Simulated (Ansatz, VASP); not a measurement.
RbSrBr3: VASP beside Ansatz

```
CELL_PARAMETERS angstrom
5.94608 -0.05946 0.00000
-0.05946 5.94608 0.00000
0.00000 0.00000 5.94608
ATOMIC_POSITIONS crystal
Rb 0.00000 0.00000 0.00000
Sr 0.50000 0.50000 0.50000
Br 0.50000 0.50000 0.00000
Br 0.50000 0.00000 0.50000
Br 0.00000 0.50000 0.50000
```

Change from the starting cell: shear_xy strain -2.0%.

Alike in both runs: task single point; functional r2SCAN; k mesh 4 × 4 × 4; no spin polarisation.

```csv
,VASP,Ansatz
version,VASP 6.6.1,Ansatz 0.2.0
potentials or method,"VASP PAW PBE potentials, release 64 (Rb_sv, Sr_sv, Br)","plane waves, PAW"
plane-wave cutoff (eV),520,500
occupations,"gaussian, width 0.01 eV",fixed
valence electrons in the cell,40,40
```

|  | VASP | Ansatz | Ansatz less VASP |
| --- | --- | --- | --- |
| gap on the k mesh at the Fermi level (eV) | 4.59 | 4.59 | -0.002 |
| pressure (GPa) | 0.1 | 0.0 | -0.05 |
| traceless stress, the component that is largest in VASP (GPa) | 0.09 | 0.09 | +0.001 |

VASP's potentials were made for PBE, not for r2SCAN.
